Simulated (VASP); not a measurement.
Here is a VASP 6.6.1 calculation.

Contents of INCAR:

```
PREC     = Accurate       # precision mode
ENCUT    = 520            # plane-wave cutoff, eV
EDIFF    = 1E-7           # SCF threshold, eV
ISMEAR   = -1             # smearing method
SIGMA    = 0.05           # smearing width, eV
LREAL    = F              # projectors in reciprocal space
LASPH    = T              # aspherical terms in the spheres
NELM     = 60             # most SCF steps
ALGO     = Normal         # electronic algorithm
ISIF     = 2              # what is computed and relaxed
LWAVE    = F              # write WAVECAR
LCHARG   = F              # write CHGCAR
NBANDS   = 15             # bands
```

The input KPOINTS:

```
regular mesh
0
Gamma
  8 8 4
```

File POSCAR:

```
MgI2
1.0
    4.1400000000      0.0000000000      0.0000000000
   -2.0700000000      3.5853451717      0.0000000000
    0.0000000000      0.0000000000      6.8800000000
I Mg
2 1
Direct
    0.6666666667      0.3333333333      0.7500000000
    0.3333333333      0.6666666667      0.2500000000
    0.0000000000      0.0000000000      0.0000000000
```

Potentials or basis: VASP PAW LDA potentials, release 64 (I, Mg).

Launch:

```console
$ cat potpaw_LDA.64/I/POTCAR potpaw_LDA.64/Mg/POTCAR > POTCAR
$ mpirun -np 1 vasp_std > vasp.out
```

**Question.** Estimate the largest force.

**Answer.** 0.388 eV/Å.

**Question.** What does it give for the band gap on the k mesh?

**Answer.** 3.31 eV (least direct gap 3.38 eV).

Forces on the atoms (eV/Å):
```
I    0.000  0.000  0.388
I    0.000  0.000 -0.388
Mg   0.000  0.000  0.000
```

Caveat: spin-orbit coupling is left out, which moves the levels of the heavy elements. As with any semilocal functional, this LDA gap is likely too small.
